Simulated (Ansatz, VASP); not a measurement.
# One calculation of MnSb, two programs

File POSCAR:

```
MnSb
1.0
    4.1500000000      0.0000000000      0.0000000000
   -2.0750000000      3.5940054300      0.0000000000
    0.0000000000      0.0000000000      5.7800000000
Mn Sb
2 2
Direct
    0.0000000000      0.0000000000      0.0000000000
    0.0000000000      0.0000000000      0.5000000000
    0.3333333300      0.6666666700      0.2500000000
    0.6666666700      0.3333333300      0.7500000000
```

INCAR.step1

```
  ALGO = Normal
  EDIFF = 1E-4
  ENCUT = 520
  GGA = PE
  ISMEAR = -1
  LASPH = True
  LCHARG = False
  LREAL = False
  LWAVE = True
  NBANDS = 26
  NELM = 60
  PREC = Accurate
  SIGMA = 0.05
```

File INCAR.step2:

```
  ALGO = Normal
  EDIFF = 1E-6
  ENCUT = 520
  ISIF = 2
  ISMEAR = -1
  ISTART = 1
  LASPH = True
  LCHARG = False
  LMIXTAU = True
  LREAL = False
  LWAVE = False
  METAGGA = R2SCAN
  NBANDS = 26
  NELM = 60
  PREC = Accurate
  SIGMA = 0.05
```

Contents of KPOINTS:

```
k-points
0
Gamma
  9 9 6
```

Input for Ansatz:

```yaml
crystal:
  lattice:
    - [4.15, 0.0, 0.0]
    - [-2.075, 3.59400543, 0.0]
    - [0.0, 0.0, 5.78]
  atoms:
    - { symbol: Mn, position: [0.0, 0.0, 0.0] }
    - { symbol: Mn, position: [0.0, 0.0, 0.5] }
    - { symbol: Sb, position: [0.33333333, 0.66666667, 0.25] }
    - { symbol: Sb, position: [0.66666667, 0.33333333, 0.75] }
  symmetry: { tolerance: 0.0003 }
hamiltonian:
  xc: r2scan
  pseudopotentials: { kind: paw, azcp: { folder: soft_1 } }
basis:
  ecutwfc: 500
magnetization:
  spin_polarized: false
scf:
  occupations: { method: fermi_dirac, width: 0.05 }
kpoints:
  mp_grid: { grid: [9, 9, 6], shift: [0, 0, 0] }
output:
  forces: true
  stress: true
  eigenvalues: true
```

Alike in both runs: task single point; functional r2SCAN; k mesh 9 × 9 × 6; occupations fermi-dirac, width 0.05 eV; no spin polarisation.

|  | VASP | Ansatz |
| --- | --- | --- |
| version | VASP 6.6.1 | Ansatz 0.2.0 |
| potentials or method | VASP PAW PBE potentials, release 64 (Mn_pv, Sb), cutoff 520 eV | PAW plane waves |
| valence electrons in the cell | 36 | 60 |

VASP gave:

| Property | Result |
| --- | --- |
| pressure (GPa) | -18.2 |
| traceless stress, the component that is largest in VASP (GPa) | -6.82 |

Q: Which values does Ansatz return?

A: Pressure (GPa): -18.0; traceless stress, the component that is largest in VASP (GPa): -6.87.

VASP's potentials were made for PBE, not for r2SCAN. VASP's potentials hold 36 valence electrons a cell and Ansatz's 60, so a difference there can come from the potentials and not from the codes.

Neither program's run includes spin-orbit coupling.
